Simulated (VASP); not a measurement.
A run of VASP 6.6.1 is set up as follows.

POSCAR

```
KI
1.0
    0.0299515839      3.5445661365      3.5445661365
    3.5445661365      0.0299515839      3.5445661365
    3.5745177203      3.5745177203     -0.0000000001
K I
1 1
Direct
    0.0000000000      0.0000000000      0.0000000000
    0.5000000000      0.5000000000      0.5000000000
```

The input INCAR.step1:

```
SYSTEM = KI
  ALGO = Normal
  EDIFF = 1E-5
  ENCUT = 520
  GGA = PE
  ISIF = 2
  ISMEAR = 0
  LASPH = .TRUE.
  LCHARG = .FALSE.
  LREAL = .FALSE.
  LWAVE = .TRUE.
  NBANDS = 15
  NELM = 100
  PREC = Accurate
  SIGMA = 0.01
```

Contents of INCAR.step2:

```
SYSTEM = KI
  ALGO = Normal
  EDIFF = 1E-7
  ENCUT = 520
  GGA = PE
  HFSCREEN = 0.2079
  ISIF = 2
  ISMEAR = 0
  ISTART = 1
  LASPH = .TRUE.
  LCHARG = .FALSE.
  LHFCALC = .TRUE.
  LREAL = .FALSE.
  LWAVE = .FALSE.
  NBANDS = 15
  NELM = 100
  PREC = Accurate
  PRECFOCK = Normal
  SIGMA = 0.01
```

KPOINTS

```
k-points
0
G
  4 4 4
  0 0 0
```

Potentials or basis: VASP PAW PBE potentials, release 64 (K_sv, I).

Command:

```console
$ cat potpaw_PBE.64/K_sv/POTCAR potpaw_PBE.64/I/POTCAR > POTCAR
$ cp INCAR.step1 INCAR
$ mpirun -np 1 vasp_std > vasp.out
$ cp INCAR.step2 INCAR
$ mpirun -np 1 vasp_std > vasp.out
```

(1) Predict the band gap on the k mesh.

(2) Predict the pressure.

Results:

(1) 4.91 eV.

(2) 0.3 GPa.

Caveat: the cell differs from its parent crystal (shear xy strain +1.7%); the PAW data sets were made with another functional, which shifts forces and pressure a little; spin-orbit coupling is left out, which moves the levels of the heavy elements.
